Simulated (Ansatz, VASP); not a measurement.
Ta2Si2Ge in VASP and in Ansatz

```
Ta Si Ge
1.0
     2.97216    0.00000    0.00000
    -1.48608    2.57397    0.00000
     0.00000    0.00000   11.58510
Ta Si Ge
2 2 1
Direct
  0.33333 0.66667 0.22539
  0.33333 0.66667 0.77461
  0.66667 0.33333 0.40065
  0.66667 0.33333 0.59935
  0.33333 0.66667 0.00000
```

Alike in both runs: functional PBE; k mesh 6 × 6 × 2; occupations gaussian, width 0.1 eV; no spin polarisation.

Ansatz relaxed the structure, and its values are those at the end. VASP's run is a single point on that final structure, the one shown.

```csv
,VASP,Ansatz
version,VASP 6.6.1,Ansatz 0.2.0
potentials or method,"VASP PAW PBE potentials, release 64 (Ta_pv, Si, Ge_d), cutoff 520 eV","scalar-relativistic, plane waves, PAW"
valence electrons in the cell,44,48
```

```tsv
	VASP	Ansatz	Ansatz less VASP
gap on the k mesh at the Fermi level (eV)	none	none	-
pressure (GPa)	0.1	0.0	-0.02
rms of the force components (eV/Å)	0.005	0.007	+0.0024
```

A gap of «none» marks a metal or a gap that the smearing closes. With one functional, cell and mesh, what is left measures potentials, basis and numerics. VASP's potentials hold 44 valence electrons a cell and Ansatz's 48, so a difference there can come from the potentials and not from the codes.

The k mesh is coarse, so the values compare programs but aren't converged. Neither program's run includes spin-orbit coupling.
